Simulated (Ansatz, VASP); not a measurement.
Two plane-wave programs on NaVP

The input INCAR:

```
PREC     = Accurate       # precision mode
ENCUT    = 600            # plane-wave cutoff, eV
EDIFF    = 1E-6           # SCF threshold, eV
ISMEAR   = 0              # smearing method
SIGMA    = 0.1            # smearing width, eV
LREAL    = F              # projectors in reciprocal space
LASPH    = T              # aspherical terms in the spheres
NELM     = 150            # most SCF steps
ALGO     = Normal         # electronic algorithm
ISIF     = 3              # what is computed and relaxed
LWAVE    = F              # write WAVECAR
LCHARG   = F              # write CHGCAR
ISPIN    = 2              # spin polarisation
MAGMOM   = 0 2 0          # initial moments
LORBIT   = 11             # projections on sites
LMAXMIX  = 4              # l up to which the mixer works
GGA      = PE             # functional
IBRION   = 2              # ionic algorithm
NSW      = 90             # ionic steps
EDIFFG   = -0.04          # ionic threshold
```

KPOINTS

```
regular mesh
0
Gamma
  6 6 4
```

The input POSCAR:

```
NaVP
1.0
    3.0712563300      0.0000000000      0.0000000000
    0.0000000000      3.0712563300      0.0000000000
    0.0000000000      0.0000000000      6.7568593500
Na V P
1 1 1
Direct
    0.5000000000      0.5000000000      0.0000000000
    0.5000000000      0.5000000000      0.5000000000
    0.0000000000      0.0000000000      0.5000000000
```

Input for Ansatz:

```yaml
crystal:
  lattice:
    - [3.07125633, 0.0, 0.0]
    - [0.0, 3.07125633, 0.0]
    - [0.0, 0.0, 6.75685935]
  atoms:
    - { symbol: Na, position: [0.5, 0.5, 0.0] }
    - { symbol: V, position: [0.5, 0.5, 0.5], spin: 2.0 }
    - { symbol: P, position: [0.0, 0.0, 0.5] }
basis:
  ecutwfc: 420
kpoints:
  mp_grid: { grid: [6, 6, 4] }
hamiltonian:
  xc: pbe
scf:
  occupations: { method: gaussian, width: 0.1 }
  lower_state_search: "off"
output:
  forces: true
  stress: true
  eigenvalues: true
  populations: true
magnetization:
  spin_polarized: true
relax:
  adjacent_minimum: "off"
  f_tol: 0.04
  max_steps: 70
  cell: { stress_tol: 0.4 }
```

Alike in both runs: task relaxation of cell and atoms; functional PBE; k mesh 6 × 6 × 4; occupations gaussian, width 0.1 eV; collinear spin.

|  | VASP | Ansatz |
| --- | --- | --- |
| version | VASP 6.6.1 | Ansatz 0.2.0 |
| potentials or method | VASP PAW PBE potentials, release 64 (Na_pv, V_sv, P), cutoff 600 eV | scalar-relativistic, plane waves, PAW |
| valence electrons in the cell | 25 | 27 |

```tsv
	VASP	Ansatz	Ansatz less VASP
gap on the k mesh at the Fermi level, each at its own relaxed structure (eV)	none	none	-
net moment per atom (μB)	0.68	0.66	-0.013
size of the moment on the site where the two differ most (μB)	1.81	1.58	-0.229
relaxed volume (Å³/atom)	22.56	22.42	-0.135
relaxed cell length with the largest relative difference (Å)	3.356	3.347	-0.0087
```

Site moments also hang on the region over which each program counts them. A gap of «none» marks a metal or a gap that the smearing closes. VASP's potentials hold 25 valence electrons a cell and Ansatz's 27, so a difference there can come from the potentials and not from the codes.
